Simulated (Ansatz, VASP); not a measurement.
## One calculation of Ti, two programs

The input INCAR:

```
SYSTEM = Ti
PREC = Accurate
ENCUT = 520
EDIFF = 1E-8
ISMEAR = -1
SIGMA = 0.05
LREAL = .FALSE.
LASPH = .TRUE.
NELM = 80
ALGO = Normal
ISIF = 2
LWAVE = .FALSE.
LCHARG = .FALSE.
GGA = PS
LEFG = .TRUE.
NBANDS = 19
```

File KPOINTS:

```
Automatic mesh
0
G
  14 14 8
  0 0 0
```

File POSCAR:

```
Ti
1.0
    2.9888180735      0.0000000000      0.0000000000
   -1.4944090368      2.5883923789      0.0000000000
    0.0000000000      0.0000000000      4.7476649663
Ti
2
Direct
    0.3333333333      0.6666666667      0.2500000000
    0.6666666667      0.3333333333      0.7500000000
```

Input for Ansatz:

```yaml
crystal:
  lattice:
    - [2.9888180735, 0.0, 0.0]
    - [-1.4944090368, 2.5883923789, 0.0]
    - [0.0, 0.0, 4.7476649663]
  atoms:
    - { symbol: Ti, position: [0.3333333333, 0.6666666667, 0.25] }
    - { symbol: Ti, position: [0.6666666667, 0.3333333333, 0.75] }
kpoints:
  mp_grid: { grid: [14, 14, 8] }
scf:
  occupations: { method: fermi_dirac, width: 0.05 }
hamiltonian:
  xc: pbesol
  pseudopotentials: { kind: paw }
output:
  forces: true
  stress: true
  eigenvalues: true
  efg: { contact_densities: true }
```

Change from the starting cell: volume scaled by 1.04, PAW files.

Alike in both runs: task electric field gradients; functional PBEsol; k mesh 14 × 14 × 8; occupations fermi-dirac, width 0.05 eV; no spin polarisation.

|  | VASP | Ansatz |
| --- | --- | --- |
| version | VASP 6.6.1 | Ansatz 0.2.0 |
| potentials or method | VASP PAW PBE potentials, release 64 (Ti_sv) | PAW with Ansatz's default frozen-core files, scalar-relativistic |
| plane-wave cutoff (eV) | 520 | 420 |
| valence electrons in the cell | 24 | 24 |

|  | VASP | Ansatz | Ansatz less VASP |
| --- | --- | --- | --- |
| pressure (GPa) | -9.6 | -9.4 | +0.16 |
| traceless stress, the component that is largest in VASP (GPa) | -0.39 | -0.39 | -0.003 |
| size of Vzz on the site where it differs most (V/Å²) | 15.1 | 16.8 | +1.76 |

VASP's potentials were made for PBE, not for PBEsol.
